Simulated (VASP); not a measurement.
Runs of VASP 6.6.1 on CuI (Marshite). The structure is that of space group F-43m (No. 216), or close to it. The cells are those of the table. 

| cell | gap on the mesh (eV) | pressure (GPa) |
| --- | --- | --- |
| a = 4.166, b = 4.166, c = 4.149 Å, angles 59.9, 59.9, 90.0°, 2 atoms | 1.25 | -0.1 |
| a = 4.124, b = 4.124, c = 4.141 Å, angles 60.1, 60.1, 90.0°, 2 atoms | 1.30 | 0.7 |
| a = 4.104, b = 4.104, c = 4.154 Å, angles 60.4, 60.4, 90.0°, 2 atoms | (b) | 0.5 |
| a = 4.062, b = 4.062, c = 4.129 Å, angles 60.5, 60.5, 90.0°, 2 atoms | 1.35 | 1.8 |
| a = 4.166, b = 4.166, c = 4.142 Å, angles 59.8, 59.8, 90.0°, 2 atoms | (a) | 0.1 |
| a = 4.062, b = 4.062, c = 4.163 Å, angles 60.8, 60.8, 90.0°, 2 atoms | 1.29 | 1.0 |
| a = 4.186, b = 4.186, c = 4.138 Å, angles 59.6, 59.6, 90.0°, 2 atoms | (c) | -0.1 |

Alike in all rows: task single point; level LDA; potentials or basis VASP PAW LDA potentials, release 64 (Cu, I); no spin polarisation; k mesh 6 × 6 × 6; cutoff (eV) 520; smearing gaussian 0.01 eV.

**Question.** Fill in the values left out.

**Answer.** (a) 1.26; (b) 1.28; (c) 1.24.

Caveats: spin-orbit coupling is left out, which moves the levels of the heavy elements.

A k mesh can miss the band edges, and the runs leave out spin-orbit coupling on I.
